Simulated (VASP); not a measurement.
The system is W.

```xyz
1
Lattice="-1.5850 1.5850 1.5850 1.5850 -1.5850 1.5850 1.5850 1.5850 -1.5850" Properties=species:S:1:pos:R:3 pbc="T T T"
W     0.0000    0.0000    0.0000
```

```yaml
Program: VASP 6.6.1
Task: relaxation of cell and atoms
Functional: LDA
Potentials_or_basis: VASP PAW LDA potentials, release 64 (W_sv)
Cutoff: 600 eV
k_mesh: 24 × 24 × 24
Occupations: gaussian, width 0.1 eV
Spin: no spin polarisation
```

At the start: pressure -8.6 GPa; volume 15.93 Å³/atom.

Q: Where does the relaxation end?

A: Over 8 steps the energy falls by 11.9 meV/atom and the volume is 15.50 Å³/atom (-2.7 %); space group Im-3m (No. 229, to 0.05 Å).

Step by step:
```csv
step,energy change (eV),largest force (eV/Å),pressure (GPa),volume (Å³)
1,0.0000,0.0000,-8.65,15.93
2,0.1622,0.0000,41.40,14.03
3,-0.0118,0.0000,-0.41,15.52
4,-0.0119,0.0000,-0.08,15.50
5,-0.0118,0.0000,0.12,15.49
6,-0.0118,0.0000,-0.28,15.51
7,-0.0119,0.0000,-0.05,15.50
8,-0.0119,0.0000,0.02,15.50
```

Final structure:
```
W
1.0
    -1.57058    1.57058    1.57058
     1.57058   -1.57058    1.57058
     1.57058    1.57058   -1.57058
W
1
Cartesian
  0.0000 0.0000 0.0000
```
